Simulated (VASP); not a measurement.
Crystal: Sn.

```
CELL_PARAMETERS angstrom
3.28163 0.00000 0.00000
-1.09388 3.09395 0.00000
-1.09388 -1.54698 2.67944
ATOMIC_POSITIONS crystal
Sn 0.00000 0.00000 0.00000
```

This isn't the form of Sn at room conditions, which is tetragonal (white tin).

Base run:

| Item | Value |
| --- | --- |
| Program | VASP 6.6.1 |
| Functional | PBEsol |
| Potentials or basis | VASP PAW PBE potentials, release 64 (Sn_d) |
| Cutoff | 500 eV |
| k mesh | 12 × 12 × 12 |
| Occupations | fermi-dirac, width 0.1 eV |
| Spin | no spin polarisation |

Its results: band gap on the k mesh zero (bands 7 and 8 overlap by 10.40 eV); pressure -2.2 GPa.

Q: The run is repeated on the same cell with these changes: functional from PBEsol to LDA; potentials or basis from VASP PAW PBE potentials, release 64 (Sn_d) to VASP PAW LDA potentials, release 64 (Sn_d). What comes out?

A: Band gap on the k mesh zero (bands 7 and 8 overlap by 10.25 eV); pressure -3.5 GPa.

Caveats: spin-orbit coupling is left out, which moves the levels of the heavy elements; the PAW data sets were made with another functional, which shifts forces and pressure a little (at least some runs); the cell stands under tension (at least some runs).
